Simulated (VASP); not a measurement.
# TiAl3 (Amm2) in VASP: single point with PBEsol

Aim: the single point of TiAl3 with PBEsol.

Program: VASP 6.6.1. These are calculated values, not measurements. Logs are shortened: lines on timing, memory, paths and dates and some standing lists are left out, and cuts for length are marked.

## (1) The cell of the first run

Symmetry: Amm2, No. 38, orthorhombic system. Conventional cell: a = 3.948 Å, b = 7.896 Å, c = 7.896 Å, α = 90.00°, β = 90.00°, γ = 90.00°. Ti (site symmetry m) has 12 Al at 2.75 to 2.83 Å within 3.6 Å. Within 3.5 Å of Al (site symmetry mm2) lie 8 Al at 2.69 to 2.90 Å and 4 Ti at 2.75 Å. Within 3.5 Å of Al (site symmetry mm2) lie 8 Al at 2.69 to 2.90 Å and 4 Ti at 2.83 Å. Within 3.5 Å of Al (site symmetry m) lie 8 Al at 2.69 to 2.90 Å and 4 Ti at 2.79 Å. Within 3.6 Å of Al (site symmetry mm2) lie 8 Al at 2.72 to 2.77 Å and 4 Ti at 2.78 to 2.80 Å. Al (site symmetry mm2) has 4 Ti at 2.78 to 2.80 Å and 8 Al at 2.82 to 2.87 Å within 3.7 Å.

## (2) Single point, PBEsol (atoms displaced along several vibrational modes)

File INCAR:

```
SYSTEM = TiAl3
  PREC = Accurate
  ENCUT = 520
  EDIFF = 1E-6
  ISMEAR = 0
  SIGMA = 0.15
  LREAL = .FALSE.
  LASPH = .TRUE.
  NELM = 100
  ALGO = Fast
  ISIF = 2
  LWAVE = .FALSE.
  LCHARG = .FALSE.
  GGA = PS
  NBANDS = 31
```

File KPOINTS:

```
Automatic mesh
0
G
  10 8 8
  0 0 0
```

File POSCAR:

```
TiAl3
1.0
   -3.9479576782      0.0000000000      0.0000000000
    0.0000000000      3.9479576782      3.9479576782
    0.0000000000      3.9479576782     -3.9479576782
Ti Al
2 6
Direct
    0.0000000000     -0.0067883200     -0.0067883200
    0.0000000000      0.5067883200      0.5067883200
    0.5000000000      0.7407293839      0.7592706161
    0.5000000000      0.2592706161      0.2407293839
    0.5000000000      0.7407293839      0.2407293839
    0.5000000000      0.2592706161      0.7592706161
    1.0000000000      0.4954009883      0.0045990117
    1.0000000000      0.0045990117      0.4954009883
```

Potentials or basis: VASP PAW PBE potentials, release 64 (Ti_sv, Al).

The run is started by

```bash
$ cat potpaw_PBE.64/Ti_sv/POTCAR potpaw_PBE.64/Al/POTCAR > POTCAR
$ mpirun -np 1 vasp_std > vasp.out
```

OUTCAR:

```text
SYSTEM = TiAl3
   PREC = Accurate
   ENCUT = 520
   EDIFF = 1E-6
   ISMEAR = 0
   LREAL = .FALSE.
   LASPH = .TRUE.
   NELM = 100
   ISIF = 2
   GGA = PS

 ion  position               nearest neighbor table
   1  0.000  0.993  0.993-   3 2.75   3 2.75   8 2.78   7 2.78   5 2.79   5 2.79   6 2.79   6 2.79
                             7 2.80   8 2.80   4 2.83   4 2.83
   2  0.000  0.507  0.507-   3 2.75   3 2.75   8 2.78   7 2.78   6 2.79   6 2.79   5 2.79   5 2.79
                             8 2.80   7 2.80   4 2.83   4 2.83
   3  0.500  0.741  0.759-   5 2.69   6 2.69   1 2.75   2 2.75   1 2.75   2 2.75   7 2.77   7 2.77
                             8 2.87   8 2.87   6 2.90   5 2.90
   4  0.500  0.259  0.241-   5 2.69   6 2.69   7 2.72   7 2.72   8 2.82   8 2.82   1 2.83   2 2.83
                             1 2.83   2 2.83   6 2.90   5 2.90
   5  0.500  0.741  0.241-   3 2.69   4 2.69   7 2.74   7 2.74   1 2.79   1 2.79   2 2.79   2 2.79
                             8 2.84   8 2.84   4 2.90   3 2.90
   6  0.500  0.259  0.759-   3 2.69   4 2.69   7 2.74   7 2.74   2 2.79   2 2.79   1 2.79   1 2.79
                             8 2.84   8 2.84   4 2.90   3 2.90
   7  0.000  0.495  0.005-   4 2.72   4 2.72   6 2.74   5 2.74   5 2.74   6 2.74   3 2.77   3 2.77
                             1 2.78   2 2.78   2 2.80   1 2.80
   8  0.000  0.005  0.495-   1 2.78   2 2.78   2 2.80   1 2.80   4 2.82   4 2.82   5 2.84   6 2.84
                             5 2.84   6 2.84   3 2.87   3 2.87

  LATTYP: Found a simple tetragonal cell.
 ALAT       =     5.5832552922
 C/A-ratio  =     0.7071067812

  Lattice vectors:

 A1 = (   0.0000000000,   3.9479576782,   3.9479576782)
 A2 = (   0.0000000000,   3.9479576782,  -3.9479576782)
 A3 = (  -3.9479576782,   0.0000000000,   0.0000000000)

Analysis of symmetry for initial positions (statically):
=====================================================================
 Subroutine PRICEL returns:
 Original cell was already a primitive cell.

 Routine SETGRP: Setting up the symmetry group for a
 simple tetragonal supercell.

 Subroutine GETGRP returns: Found  4 space group operations
 (whereof  2 operations were pure point group operations)
 out of a pool of 16 trial point group operations.

The static configuration has the point symmetry C_1h.
 The point group associated with its full space group is C_2v.

Analysis of symmetry for dynamics (positions and initial velocities):
=====================================================================
 Subroutine PRICEL returns:
 Original cell was already a primitive cell.
[... 129 lines left out ...]
   POTIM  = 0.5000    time-step for ionic-motion
   TEBEG  =    0.0;   TEEND  =   0.0 temperature during run
   PSTRESS=    0.0 pullay stress
   NELECT =      42.0000    total number of electrons
   NUPDOWN=      -1.0000    fix difference up-down
   EMIN   =  10.00;   EMAX   =-10.00  energy-range for DOS
   EFERMI =   0.00;   METHOD = LEGACY
   ISMEAR =     0;   SIGMA  =   0.15  broadening in eV -4-tet -1-fermi 0-gaus
   EFERMI_NEDOS =   21; number of points for ismear=-14 and -15
   IALGO  =     68    algorithm
   IMIX   =      4    mixing-type and parameters
     AMIX     =   0.40;   BMIX     =  1.00
     AMIX_MAG =   1.60;   BMIX_MAG =  1.00
  volume/ion in A,a.u.               =      15.38       103.81
  Fermi-wavevector in a.u.,A,eV,Ry     =   1.144042  2.161927 17.807753  1.308833
  Thomas-Fermi vector in A             =   2.280736
   LORBIT       =      0    0 simple, 1 ext, 2 COOP (PROOUT), +10 PAW based schemes
   GGA     = PS    functional components
   LHFCALC =     F    Hartree Fock is set to
   AEXX    =    0.0000 exact exchange contribution
   IVDW    =     0    specifies the selected vdW correction
   LEPSILON=     F    determine dielectric tensor
   LRPA    =     F    only Hartree local field effects (RPA)
 non-spin polarized calculation
 RMM-DIIS sequential band-by-band and
 Gauss-broadening in eV      SIGMA  =   0.15
  energy-cutoff  :      520.00
  volume of cell :      123.07
 maximum number of plane-waves:      3348
 NGX is ok and might be reduce to    30
   NGX = 15   NGY = 21   NGZ = 21

 number of electron      42.0000003 magnetization

 Free energy of the ion-electron system (eV)
  ---------------------------------------------------
  ext. energy  EPLUGINS =         0.00000000
  ---------------------------------------------------
  free energy    TOTEN  =       -44.15249443 eV

  energy without entropy =      -44.10046708  energy(sigma->0) =      -44.12648075

 E-fermi :   9.0906     XC(G=0): -10.9361

 val. band max:        9.0898567901   @ k =   0.1000   0.5000   0.1250
 cond. band min:       9.0914422145   @ k =   0.1000   0.3750   0.0000
 fundamental gap:      0.0015854245
 Fermi energy:         9.0905897598

 k-point     1 :       0.0000    0.0000    0.0000
  band No.  band energies     occupation
      1     -47.6042      2.00000
      2     -47.6024      2.00000
      3     -24.0306      2.00000
      4     -24.0283      2.00000
      5     -24.0154      2.00000
      6     -24.0124      2.00000
[... 805 lines left out ...]
     30      11.9746      0.00000
     31      12.6070      0.00000

 [... further k-points ...]

------------------------ aborting loop because EDIFF is reached ----------------------------------------

  FORCE on cell =-STRESS in cart. coord.  units (eV):
  Direction    XX          YY          ZZ          XY          YZ          ZX
  --------------------------------------------------------------------------------------
  -------------------------------------------------------------------------------------
  Total        0.2345198      0.6830286      0.4855965      0.0000000      0.0000000      0.0000000
  in kB        3.0531111      8.8920526      6.3217691      0.0000000      0.0000000      0.0000000
  external PRESSURE =       6.0889776 kB  Pullay stress =       0.0000000 kB

 VOLUME and BASIS-vectors are now :
 -----------------------------------------------------------------------------
  energy-cutoff  :      520.00
  volume of cell :      123.07
      direct lattice vectors                 reciprocal lattice vectors
    -3.947957678  0.000000000  0.000000000    -0.253295522  0.000000000  0.000000000
     0.000000000  3.947957678  3.947957678     0.000000000  0.126647761  0.126647761
     0.000000000  3.947957678 -3.947957678     0.000000000  0.126647761 -0.126647761

 POSITION                                       TOTAL-FORCE (eV/Angst)
 -----------------------------------------------------------------------------------
      0.00000      7.84232      0.00000         0.000000      0.283522      0.014220
      0.00000      4.00156      0.00000         0.000000     -0.283522      0.014220
     -1.97398      5.92194     -0.07320         0.000000      0.000000      0.642128
     -1.97398      1.97398      0.07320         0.000000      0.000000     -0.681670
     -1.97398      3.87476      1.97398         0.000000      0.661057     -0.006448
     -1.97398      4.02116     -1.97398         0.000000     -0.661057     -0.006448
      0.00000      1.97398      1.93767         0.000000      0.000000      0.118491
      0.00000      1.97398     -1.93767         0.000000      0.000000     -0.094492
 -----------------------------------------------------------------------------------
    total drift:                               -0.000000      0.000000      0.000084

  FREE ENERGIE OF THE ION-ELECTRON SYSTEM (eV)
  ---------------------------------------------------
  free  energy   TOTEN  =       -44.1524944281 eV

  energy  without entropy=      -44.1004670788  energy(sigma->0) =      -44.12648075
```

OSZICAR:

```text
N       E                     dE             d eps       ncg     rms          rms(c)
DAV:   1     0.338172699895E+03    0.33817E+03   -0.18260E+04  7812   0.132E+03
DAV:   2    -0.113533081630E+02   -0.34953E+03   -0.33878E+03  7917   0.373E+02
DAV:   3    -0.456544838649E+02   -0.34301E+02   -0.33353E+02 12938   0.102E+02
[... 24 lines left out ...]
RMM:  28    -0.441524889181E+02    0.12008E-05   -0.44157E-05 10954   0.218E-02    0.217E-02
RMM:  29    -0.441524907199E+02   -0.18018E-05   -0.43084E-05 10705   0.198E-02    0.987E-03
RMM:  30    -0.441524918185E+02   -0.10986E-05   -0.23551E-05  8887   0.166E-02    0.277E-03
RMM:  31    -0.441524940832E+02   -0.22647E-05   -0.29508E-05  8233   0.130E-02    0.598E-04
RMM:  32    -0.441524944281E+02   -0.34492E-06   -0.90273E-06  6987   0.995E-03
   1 F= -.44152494E+02 E0= -.44126481E+02  d E =-.520273E-01
```

stdout:

```text
POSCAR found type information on POSCAR TiAl
 POSCAR found :  2 types and       8 ions
 scaLAPACK will be used
 -----------------------------------------------------------------------------
|                                                                             |
|                                                                             |
[... 22 lines left out ...]
WARNING in EDDRMM: call to ZHEGV failed, returncode =   6  3     11
WARNING in EDDRMM: call to ZHEGV failed, returncode =   8  4     21
WARNING in EDDRMM: call to ZHEGV failed, returncode =   6  3     13
WARNING in EDDRMM: call to ZHEGV failed, returncode =   6  3     10
WARNING in EDDRMM: call to ZHEGV failed, returncode =   8  4     30
WARNING in EDDRMM: call to ZHEGV failed, returncode =   8  4     21
WARNING in EDDRMM: call to ZHEGV failed, returncode =   6  3     20
WARNING in EDDRMM: call to ZHEGV failed, returncode =   6  3     15
```

Run time: 35 min. Hardware: 1 thread of Intel Xeon 8259CL, shared host; peak memory 0.5 GiB.

What came out:

| Item | Value |
| --- | --- |
| Free energy | -44.1525 eV |
| Pressure | 0.6 GPa |
| Largest force | 0.682 eV/Å |
| Band gap on the k mesh | zero (bands 21 and 22 overlap by 0.84 eV) |

Forces in eV/Å, atoms in the order of the input:
```
Ti   0.000  0.284  0.014
Ti   0.000 -0.284  0.014
Al   0.000  0.000  0.642
Al   0.000  0.000 -0.682
Al   0.000  0.661 -0.006
Al   0.000 -0.661 -0.006
Al   0.000  0.000  0.118
Al   0.000  0.000 -0.094
```

Stress tensor (GPa, compression positive):
```
0.31 0.00 0.00
0.00 0.89 0.00
0.00 0.00 0.63
```

Levels at points of the mesh, in eV from the Fermi level:
| k point | band 18 | band 19 | band 20 | band 21 | band 22 | band 23 | band 24 | band 25 |
| --- | --- | --- | --- | --- | --- | --- | --- | --- |
| (0.00, 0.00, 0.00) | -2.14 | -1.26 | -1.26 | 0.16 | 0.17 | 0.17 | 0.33 | 0.89 |
| (0.50, 0.00, 0.00) | -2.25 | -2.24 | -2.19 | 0.14 | 0.45 | 0.71 | 0.77 | 0.96 |
| (0.00, 0.50, 0.00) | -1.81 | -0.74 | -0.56 | -0.53 | -0.19 | 0.14 | 0.42 | 1.49 |
| (0.50, 0.50, 0.00) | -2.93 | -2.49 | -2.31 | -0.73 | -0.32 | 1.03 | 1.05 | 1.24 |
| (0.00, 0.50, 0.50) | -2.06 | 0.35 | 0.41 | 0.46 | 0.67 | 0.75 | 0.78 | 0.89 |
| (0.50, 0.50, 0.50) | -1.26 | -1.25 | -1.09 | 0.37 | 0.84 | 0.88 | 0.88 | 1.12 |

Caveat: the cell differs from its parent crystal (atoms displaced along several vibrational modes); the PAW data sets were made with another functional, which shifts forces and pressure a little.
